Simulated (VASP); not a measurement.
# C (C2/m) in VASP: notebook

C is run at these levels: PBEsol+D3(BJ); tasks: single point.

All numbers are computed with VASP 6.6.1; they aren't measurements. Logs are shortened: lines on timing, memory, paths and dates and some standing lists are left out, and cuts for length are marked.

**1. The cell of the first run**

It takes space group C2/m (No. 12, monoclinic). The conventional cell has a = 4.258 Å, b = 2.458 Å, c = 3.577 Å, α = 90.00°, β = 113.38°, γ = 90.00°. Within 1.9 Å of C (site symmetry m) lie 3 C at 1.39 to 1.51 Å.

**2. Single point, PBEsol+D3(BJ) (atoms displaced along a vibrational mode)**

The input, INCAR:

```
  ALGO = Normal
  EDIFF = 1E-6
  ENCUT = 520
  GGA = PS
  ISIF = 2
  ISMEAR = 0
  IVDW = 12
  LASPH = True
  LCHARG = True
  LELF = True
  LREAL = False
  LVHAR = True
  LWAVE = False
  NBANDS = 11
  NELM = 60
  PREC = Accurate
  SIGMA = 0.05
```

The input, KPOINTS:

```
k-points
0
Gamma
  15 15 15
```

The input, POSCAR:

```
C
1.0
    1.2291305633      0.7096388616      3.2835658809
   -1.2291305633      0.7096388616      3.2835658809
    0.0000000000     -1.4192777231      3.2835658809
C
2
Direct
    0.1663339845      0.1663339845      0.1381506351
    0.8336660155      0.8336660155      0.8618493649
```

Potentials or basis: VASP PAW PBE potentials, release 64 (C).

The run is started by

```console
cat potpaw_PBE.64/C/POTCAR > POTCAR
mpirun -np 1 vasp_std > vasp.out
```

OUTCAR:

```text
EDIFF = 1E-6
   ENCUT = 520
   GGA = PS
   ISIF = 2
   ISMEAR = 0
   IVDW = 12
   LASPH = True
   LREAL = False
   NELM = 60
   PREC = Accurate
 IVDW          = 12

 ion  position               nearest neighbor table
   1  0.166  0.166  0.138-   2 1.39   2 1.39   2 1.51
   2  0.834  0.834  0.862-   1 1.39   1 1.39   1 1.51

  LATTYP: Found a trigonal (rhomboedric) cell.
 ALAT       =     3.5771712497
 COS(alpha) =     0.7638725005

  Lattice vectors:

 A1 = (   1.2291305633,   0.7096388616,   3.2835658809)
 A2 = (  -1.2291305633,   0.7096388616,   3.2835658809)
 A3 = (   0.0000000000,  -1.4192777231,   3.2835658809)

Analysis of symmetry for initial positions (statically):
=====================================================================
 Subroutine PRICEL returns:
 Original cell was already a primitive cell.

 Routine SETGRP: Setting up the symmetry group for a
 trigonal (rhombohedral) supercell.

 Subroutine GETGRP returns: Found  4 space group operations
 (whereof  4 operations were pure point group operations)
 out of a pool of 12 trial point group operations.

The static configuration has the point symmetry C_2h.

Analysis of symmetry for dynamics (positions and initial velocities):
=====================================================================
 Subroutine PRICEL returns:
 Original cell was already a primitive cell.

 Routine SETGRP: Setting up the symmetry group for a
 trigonal (rhombohedral) supercell.

 Subroutine GETGRP returns: Found  4 space group operations
 (whereof  4 operations were pure point group operations)
 out of a pool of 12 trial point group operations.

The dynamic configuration has the point symmetry C_2h.

 Subroutine INISYM returns: Found  4 space group operations
 (whereof  4 operations are pure point group operations),
 and found     1 'primitive' translations

----------------------------------------------------------------------------------------

                                     Primitive cell

  volume of cell :      17.1843

  direct lattice vectors                    reciprocal lattice vectors
     1.229130563  0.709638862  3.283565881     0.406791609  0.234861245  0.101515653
    -1.229130563  0.709638862  3.283565881    -0.406791609  0.234861245  0.101515653
     0.000000000 -1.419277723  3.283565881     0.000000000 -0.469722490  0.101515653

  length of vectors
     3.577171250  3.577171250  3.577171250     0.480567004  0.480567004  0.480567004

  position of ions in fractional coordinates (direct lattice)
     0.166333984  0.166333984  0.138150635
     0.833666016  0.833666016  0.861849365

  ion indices of the primitive-cell ions
   primitive index   ion index
                 1           1
                 2           2

----------------------------------------------------------------------------------------

 KPOINTS: k-points

Automatic generation of k-mesh.
 Grid dimensions read from file:
 generate k-points for:   15   15   15

 Generating k-lattice:

  Cartesian coordinates                     Fractional coordinates (reciprocal lattice)
     0.027119441  0.015657416  0.006767710     0.066666667  0.000000000 -0.000000000
    -0.027119441  0.015657416  0.006767710     0.000000000  0.066666667 -0.000000000
     0.000000000 -0.031314833  0.006767710    -0.000000000 -0.000000000  0.066666667

  Length of vectors
     0.032037800  0.032037800  0.032037800

  Shift w.r.t. Gamma in fractional coordinates (k-lattice)
     0.000000000  0.000000000  0.000000000

 Subroutine IBZKPT returns following result:
 ===========================================

 Found    904 irreducible k-points:

 Following reciprocal coordinates:
            Coordinates               Weight
  0.000000  0.000000  0.000000      1.000000
  0.066667 -0.000000  0.000000      4.000000
  0.000000  0.000000  0.066667      2.000000
  0.133333 -0.000000  0.000000      4.000000
  0.000000  0.000000  0.133333      2.000000
  0.200000  0.000000  0.000000      4.000000
[... 16 lines left out ...]
  0.066667  0.000000  0.200000      4.000000
  0.266667  0.066667  0.000000      4.000000
 [... further k-points ...]
   k-points           NKPTS =    904   k-points in BZ     NKDIM =    904   number of bands    NBANDS=     11
   number of dos      NEDOS =    301   number of ions     NIONS =      2
   total plane-waves  NPLWV =  21952
   dimension x,y,z NGX =    28 NGY =   28 NGZ =   28
   dimension x,y,z NGXF=    56 NGYF=   56 NGZF=   56
   ions per type =               2
   NGX,Y,Z   is equivalent  to a cutoff of  13.01, 13.01, 13.01 a.u.
   NGXF,Y,Z  is equivalent  to a cutoff of  26.03, 26.03, 26.03 a.u.
 SYSTEM =  unknown system
   PREC   = accura    normal or accurate (medium, high low for compatibility)
   ISTART =      0    job   : 0-new  1-cont  2-samecut
   ICHARG =      2    charge: 1-file 2-atom 10-const
   ISPIN  =      1    spin polarized calculation?
   LNONCOLLINEAR =      F non collinear calculations
   LSORBIT =      F    spin-orbit coupling
   LASPH  =      T    aspherical Exc in radial PAW
   ENCUT  =  520.0 eV  38.22 Ry    6.18 a.u.   6.65  6.65  6.65*2*pi/ulx,y,z
   NELM   =     60;   NELMIN=  2; NELMDL= -5     # of ELM steps
   EDIFF  = 0.1E-05   stopping-criterion for ELM
   LREAL  =      F    real-space projection
   EDIFFG = 0.1E-04   stopping-criterion for IOM
   NSW    =      0    number of steps for IOM
   IBRION =     -1    ionic relax: 0-MD 1-quasi-New 2-CG
   NFREE  =      0    steps in history (QN), initial steepest desc. (CG)
   ISIF   =      2    stress and relaxation
   ISYM   =      2    0-nonsym 1-usesym 2-fastsym
   POTIM  = 0.5000    time-step for ionic-motion
   TEBEG  =    0.0;   TEEND  =   0.0 temperature during run
   PSTRESS=    0.0 pullay stress
   NELECT =       8.0000    total number of electrons
   NUPDOWN=      -1.0000    fix difference up-down
   EMIN   =  10.00;   EMAX   =-10.00  energy-range for DOS
   EFERMI =   0.00;   METHOD = LEGACY
   ISMEAR =     0;   SIGMA  =   0.05  broadening in eV -4-tet -1-fermi 0-gaus
   EFERMI_NEDOS =   21; number of points for ismear=-14 and -15
   IALGO  =     38    algorithm
   IMIX   =      4    mixing-type and parameters
     AMIX     =   0.40;   BMIX     =  1.00
     AMIX_MAG =   1.60;   BMIX_MAG =  1.00
  volume/ion in A,a.u.               =       8.59        57.98
  Fermi-wavevector in a.u.,A,eV,Ry     =   1.268803  2.397689 21.903472  1.609860
  Thomas-Fermi vector in A             =   2.401878
   LORBIT       =      0    0 simple, 1 ext, 2 COOP (PROOUT), +10 PAW based schemes
   GGA     = PS    functional components
   LHFCALC =     F    Hartree Fock is set to
   AEXX    =    0.0000 exact exchange contribution
   IVDW    =    12    specifies the selected vdW correction
   LEPSILON=     F    determine dielectric tensor
   LRPA    =     F    only Hartree local field effects (RPA)
 non-spin polarized calculation
 Gauss-broadening in eV      SIGMA  =   0.05
  energy-cutoff  :      520.00
  volume of cell :       17.18
 maximum number of plane-waves:       476
   NGX = 13   NGY = 13   NGZ = 13

 number of electron       8.0000000 magnetization

 Free energy of the ion-electron system (eV)
  ---------------------------------------------------
  ext. energy  EPLUGINS =         0.00000000
  ---------------------------------------------------
  free energy    TOTEN  =       -18.83042425 eV

  energy without entropy =      -18.83041936  energy(sigma->0) =      -18.83042180

 E-fermi :   4.8042     XC(G=0): -10.7588

 val. band max:        4.7232631459   @ k =  -0.2000   0.4000   0.0667
 cond. band min:       4.8853093424   @ k =   0.2000  -0.1333  -0.4667
 fundamental gap:      0.1620461965
 Fermi energy:         4.8041877680

 k-point     1 :       0.0000    0.0000    0.0000
  band No.  band energies     occupation
      1     -14.7973      2.00000
      2      -1.5137      2.00000
      3       1.0525      2.00000
      4       3.4230      2.00000
      5       8.2102      0.00000
      6      11.6721      0.00000
      7      14.7445      0.00000
      8      16.9223      0.00000
      9      17.7148      0.00000
     10      27.3245      0.00000
     11      31.1418      0.00000

 k-point     2 :       0.0667   -0.0000    0.0000
  band No.  band energies     occupation
      1     -14.6890      2.00000
      2      -1.4128      2.00000
      3       0.7259      2.00000
      4       3.0903      2.00000
      5       8.3367      0.00000
      6      11.9742      0.00000
      7      14.8848      0.00000
      8      16.5872      0.00000
      9      17.9262      0.00000
     10      27.6238      0.00000
     11      30.1878      0.00000

 k-point     3 :       0.0000    0.0000    0.0667
  band No.  band energies     occupation
      1     -14.6875      2.00000
      2      -1.4154      2.00000
      3       0.8840      2.00000
      4       2.8749      2.00000
      5       8.3244      0.00000
      6      11.9088      0.00000
      7      15.1250      0.00000
      8      16.6255      0.00000
      9      17.8479      0.00000
     10      27.6506      0.00000
     11      29.7212      0.00000

 k-point     4 :       0.1333   -0.0000    0.0000
  band No.  band energies     occupation
      1     -14.3650      2.00000
      2      -1.1324      2.00000
      3      -0.1569      2.00000
      4       2.2849      2.00000
      5       8.6922      0.00000
      6      12.5335      0.00000
      7      15.2164      0.00000
      8      15.9081      0.00000
      9      18.5650      0.00000
     10      27.8926      0.00000
     11      28.7010      0.00000

 k-point     5 :       0.0000    0.0000    0.1333
  band No.  band energies     occupation
      1     -14.3588      2.00000
      2      -1.1260      2.00000
      3       0.4429      2.00000
      4       1.4998      2.00000
      5       8.6634      0.00000
      6      12.3185      0.00000
      7      15.8266      0.00000
      8      16.1879      0.00000
      9      18.3087      0.00000
     10      27.4590      0.00000
     11      28.4834      0.00000
[... 211 lines left out ...]
 k-point    21 :       0.2000    0.0667    0.0000
  band No.  band energies     occupation
      1     -14.0235      2.00000
      2      -1.0524      2.00000
      3      -0.6091      2.00000
      4       1.2791      2.00000
      5       9.2326      0.00000
      6      12.7631      0.00000
      7      14.9806      0.00000
      8      16.3507      0.00000
      9      19.0637      0.00000
     10      25.9534      0.00000
     11      29.1015      0.00000

 k-point    22 :      -0.2000   -0.0000   -0.0667
  band No.  band energies     occupation
      1     -14.0313      2.00000
      2      -1.2703      2.00000
      3      -0.7041      2.00000
      4       1.7258      2.00000
      5       9.2115      0.00000
      6      13.2050      0.00000
      7      14.5205      0.00000
      8      15.9128      0.00000
      9      19.3054      0.00000
     10      26.4669      0.00000
     11      28.7214      0.00000

 k-point    23 :       0.0667    0.0000    0.2000
  band No.  band energies     occupation
      1     -14.0189      2.00000
      2      -0.9798      2.00000
      3      -0.1493      2.00000
      4       0.6320      2.00000
      5       9.1630      0.00000
      6      12.6950      0.00000
      7      15.1497      0.00000
      8      16.7100      0.00000
      9      19.0040      0.00000
     10      25.8397      0.00000
     11      28.8569      0.00000

 k-point    24 :       0.2667    0.0667    0.0000
  band No.  band energies     occupation
      1     -13.3774      2.00000
      2      -2.2902      2.00000
      3      -0.2895      2.00000
      4       0.4371      2.00000
      5       9.6157      0.00000
      6      12.9545      0.00000
      7      14.0919      0.00000
      8      17.4710      0.00000
      9      19.9808      0.00000
     10      24.6810      0.00000
     11      28.4000      0.00000

 [... further k-points ...]

------------------------ aborting loop because EDIFF is reached ----------------------------------------

 Edisp (eV)   -0.22535

 E8    (eV) :    -0.1096

  FORCE on cell =-STRESS in cart. coord.  units (eV):
  Direction    XX          YY          ZZ          XY          YZ          ZX
  --------------------------------------------------------------------------------------
  -------------------------------------------------------------------------------------
  Total       1.27401    -0.30777    -0.72001     0.00000     0.69699     0.00000
  in kB     118.78175   -28.69453   -67.13007     0.00000    64.98386     0.00000
  external pressure =        7.65 kB  Pullay stress =        0.00 kB

 VOLUME and BASIS-vectors are now :
 -----------------------------------------------------------------------------
  energy-cutoff  :      520.00
  volume of cell :       17.18
      direct lattice vectors                 reciprocal lattice vectors
     1.229130563  0.709638862  3.283565881     0.406791609  0.234861245  0.101515653
    -1.229130563  0.709638862  3.283565881    -0.406791609  0.234861245  0.101515653
     0.000000000 -1.419277723  3.283565881     0.000000000 -0.469722490  0.101515653

 POSITION                                       TOTAL-FORCE (eV/Angst)
 -----------------------------------------------------------------------------------
      0.00000      0.04000      1.54596         0.000000     -3.699653      2.995684
      0.00000     -0.04000      8.30473         0.000000      3.699653     -2.995684
 -----------------------------------------------------------------------------------
    total drift:                                0.000000      0.000000     -0.000000

  FREE ENERGIE OF THE ION-ELECTRON SYSTEM (eV)
  ---------------------------------------------------
  free  energy   TOTEN  =       -19.0557698827 eV

  energy  without entropy=      -19.0557649913  energy(sigma->0) =      -19.05576744
```

Run time: 100 s. Hardware: 1 thread of Intel Xeon 6975P-C (Granite Rapids), shared host; peak memory 0.27 GiB.

What came out:

```yaml
Free_energy: -19.0558 eV
Pressure: 0.8 GPa
Largest_force: 4.760 eV/Å
Dispersion_energy_per_atom: -0.113 eV
```

Forces in eV/Å, atoms in the order of the input:
```
C    0.000 -3.700  2.996
C    0.000  3.700 -2.996
```

Caveat: the cell differs from its parent crystal (atoms displaced along a vibrational mode); the PAW data sets were made with another functional, which shifts forces and pressure a little.

**3. Single point, PBEsol+D3(BJ) (atoms displaced along a vibrational mode)**

The input, INCAR:

```
  PREC = Accurate
  ENCUT = 520
  EDIFF = 1E-6
  ISMEAR = 0
  SIGMA = 0.05
  LREAL = F
  LASPH = T
  NELM = 60
  ALGO = Normal
  ISIF = 2
  LWAVE = F
  LCHARG = T
  GGA = PS
  IVDW = 12
  LELF = T
  LVHAR = T
  NBANDS = 11
```

The input, KPOINTS:

```
Automatic mesh
0
Gamma
  15 15 15
```

The input, POSCAR:

```
C
1.0
    1.2291305633      0.7096388616      3.2835658809
   -1.2291305633      0.7096388616      3.2835658809
    0.0000000000     -1.4192777231      3.2835658809
C
2
Direct
    0.1759779715      0.1759779715      0.1477946221
    0.8240220285      0.8240220285      0.8522053779
```

Potentials or basis: VASP PAW PBE potentials, release 64 (C).

The run is started by

```console
cat potpaw_PBE.64/C/POTCAR > POTCAR
mpirun -np 1 vasp_std > vasp.out
```

Wall time 93 s (1 thread of Intel Xeon 6975P-C (Granite Rapids), shared host); peak memory 0.27 GiB.

Results (log left out):

```
Free energy                : -19.3413 eV
Pressure                   : 3.4 GPa
Largest force              : 3.968 eV/Å
Dispersion energy per atom : -0.113 eV
```

Forces on the atoms (eV/Å):
```
C    0.000 -3.968  0.007
C    0.000  3.968 -0.007
```

Stress tensor (GPa, compression positive):
```
14.03  0.00  0.00
 0.00 -3.80  0.07
 0.00  0.07  0.07
```

Caveat: the cell differs from its parent crystal (atoms displaced along a vibrational mode); the cell stands under pressure; the PAW data sets were made with another functional, which shifts forces and pressure a little.

**4. Single point, PBEsol+D3(BJ) (atoms displaced along a vibrational mode)**

The input, INCAR:

```
PREC = Accurate
ENCUT = 520
EDIFF = 1E-6
ISMEAR = 0
SIGMA = 0.05
LREAL = F
LASPH = T
NELM = 60
ALGO = Normal
ISIF = 2
LWAVE = F
LCHARG = F
GGA = PS
IVDW = 12
NBANDS = 11
```

The input, KPOINTS:

```
regular mesh
0
Gamma
  15 15 15
```

The input, POSCAR:

```
C
1.0
    1.2291305633      0.7096388616      3.2835658809
   -1.2291305633      0.7096388616      3.2835658809
    0.0000000000     -1.4192777231      3.2835658809
C
2
Direct
    0.1824039123      0.1824039123      0.1542205629
    0.8175960877      0.8175960877      0.8457794371
```

The run is started by

```console
cat potpaw_PBE.64/C/POTCAR > POTCAR
mpirun -np 1 vasp_std > vasp.out
```

Run time: 86 s. Hardware: 1 thread of Intel Xeon 6975P-C (Granite Rapids), shared host; peak memory 0.27 GiB.

The run converged. Its results:

```
Free energy                : -19.2148 eV
Pressure                   : 2.3 GPa
Largest force              : 4.331 eV/Å
Dispersion energy per atom : -0.113 eV
```

Forces on the atoms (eV/Å):
```
C    0.000 -3.836 -2.011
C    0.000  3.836  2.011
```

Stress tensor (GPa, compression positive):
```
12.69  0.00  0.00
 0.00 -3.47 -4.47
 0.00 -4.47 -2.18
```

Caveat: the cell differs from its parent crystal (atoms displaced along a vibrational mode); the PAW data sets were made with another functional, which shifts forces and pressure a little.

[end of part 1 of 2]
